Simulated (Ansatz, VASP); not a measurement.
# Mg5SiSb2: VASP beside Ansatz

INCAR

```
PREC = Accurate
ENCUT = 600
EDIFF = 1E-7
ISMEAR = 0
SIGMA = 0.1
LREAL = F
LASPH = T
NELM = 80
ALGO = Normal
ISIF = 3
LWAVE = F
LCHARG = F
GGA = PE
IBRION = 2
NSW = 90
EDIFFG = -0.04
```

KPOINTS

```
regular mesh
0
Gamma
  4 4 2
```

File POSCAR:

```
Mg5SiSb2
1.0
    4.7406080600      0.0000000000      0.0000000000
    0.0000000000      4.7406080600      0.0000000000
    0.0000000000      0.0000000000      7.5841223900
Mg Si Sb
5 1 2
Direct
    0.0000000000      0.5000000000      0.0000000000
    0.5000000000      0.0000000000      0.0000000000
    0.0000000000      0.0000000000      0.5000000000
    0.0000000000      0.5000000000      0.5000000000
    0.5000000000      0.0000000000      0.5000000000
    0.0000000000      0.0000000000      0.0000000000
    0.5000000000      0.5000000000      0.7230516000
    0.5000000000      0.5000000000      0.2769484000
```

Input for Ansatz:

```yaml
crystal:
  lattice:
    - [4.74060806, 0.0, 0.0]
    - [0.0, 4.74060806, 0.0]
    - [0.0, 0.0, 7.58412239]
  atoms:
    - { symbol: Mg, position: [0.0, 0.5, 0.0] }
    - { symbol: Mg, position: [0.5, 0.0, 0.0] }
    - { symbol: Mg, position: [0.0, 0.0, 0.5] }
    - { symbol: Mg, position: [0.0, 0.5, 0.5] }
    - { symbol: Mg, position: [0.5, 0.0, 0.5] }
    - { symbol: Si, position: [0.0, 0.0, 0.0] }
    - { symbol: Sb, position: [0.5, 0.5, 0.7230516] }
    - { symbol: Sb, position: [0.5, 0.5, 0.2769484] }
basis:
  ecutwfc: 420
kpoints:
  mp_grid: { grid: [4, 4, 2] }
hamiltonian:
  xc: pbe
scf:
  occupations: { method: gaussian, width: 0.1 }
  lower_state_search: "off"
output:
  forces: true
  stress: true
  eigenvalues: true
relax:
  adjacent_minimum: "off"
  f_tol: 0.04
  max_steps: 70
  cell: { stress_tol: 0.4 }
```

Alike in both runs: task relaxation of cell and atoms; functional PBE; k mesh 4 × 4 × 2; occupations gaussian, width 0.1 eV; no spin polarisation.

|  | VASP | Ansatz |
| --- | --- | --- |
| version | VASP 6.6.1 | Ansatz 0.2.0 |
| potentials or method | VASP PAW PBE potentials, release 64 (Mg, Si, Sb), cutoff 600 eV | scalar-relativistic, plane waves, PAW |
| valence electrons in the cell | 24 | 84 |

Ansatz gave:

| Quantity | Value |
| --- | --- |
| gap on the k mesh at the Fermi level, each at its own relaxed structure (eV) | none |
| relaxed volume (Å³/atom) | 24.63 |
| relaxed cell length with the largest relative difference (Å) | 5.445 |

Task: Which values does VASP return?

Result: gap on the k mesh at the Fermi level, each at its own relaxed structure (eV): none; relaxed volume (Å³/atom): 24.60; relaxed cell length with the largest relative difference (Å): 5.441.

A gap of «none» marks a metal or a gap that the smearing closes. VASP's potentials hold 24 valence electrons a cell and Ansatz's 84, so a difference there can come from the potentials and not from the codes.

The k mesh is coarse, so the values compare programs but aren't converged. Neither program's run includes spin-orbit coupling. Noted on VASP's run: the volume moved by over 15 % at a fixed basis, so the end points are rough.
